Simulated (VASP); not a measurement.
A run of VASP 6.6.1 is set up as follows.

INCAR

```
PREC = Accurate
ENCUT = 600
EDIFF = 1E-6
ISMEAR = 0
SIGMA = 0.02
LREAL = False
LASPH = True
NELM = 80
ALGO = Normal
ISIF = 3
LWAVE = False
LCHARG = False
GGA = PE
IBRION = 2
NSW = 100
EDIFFG = -0.01
KPAR = 4
```

The input KPOINTS:

```
Automatic mesh
0
Gamma
  8 8 4
```

File POSCAR:

```
Ti3SnO8
1.0
    3.8426618406      0.0000000000      0.0000000000
    0.0000000000      3.8426618406      0.0000000000
    0.0000000000      0.0000000000     10.0265864999
Ti Sn O
3 1 8
Direct
    0.0000000000      0.0000000000      0.0000000000
    0.0000000000      0.5000000000      0.2371363728
    0.5000000000      0.0000000000      0.7628636272
    0.5000000000      0.5000000000      0.5000000000
    0.0000000000      0.0000000000      0.1975624170
    0.5000000000      0.5000000000      0.7169290161
    0.0000000000      0.5000000000      0.4392198432
    0.5000000000      0.0000000000      0.9601288208
    0.0000000000      0.5000000000      0.0398711792
    0.5000000000      0.0000000000      0.5607801568
    0.0000000000      0.0000000000      0.8024375830
    0.5000000000      0.5000000000      0.2830709839
```

Potentials or basis: VASP PAW PBE potentials, release 64 (Ti_sv, Sn_d, O).

Run with:

```bash
$ cat potpaw_PBE.64/Ti_sv/POTCAR potpaw_PBE.64/Sn_d/POTCAR potpaw_PBE.64/O/POTCAR > POTCAR
$ mpirun -np 4 vasp_std > vasp.out
```

Estimate the space group after relaxing (to 0.1 Å).

P-4m2 (No. 115).

Predict the relaxed cell.

a = 3.844 Å, b = 3.844 Å, c = 10.035 Å, α = 90.00°, β = 90.00°, γ = 90.00°.

Predict the relaxed volume.

12.36 Å³/atom.

Stress tensor (GPa, compression positive):
```
-0.07  0.00  0.00
 0.00 -0.07  0.00
 0.00  0.00  0.05
```
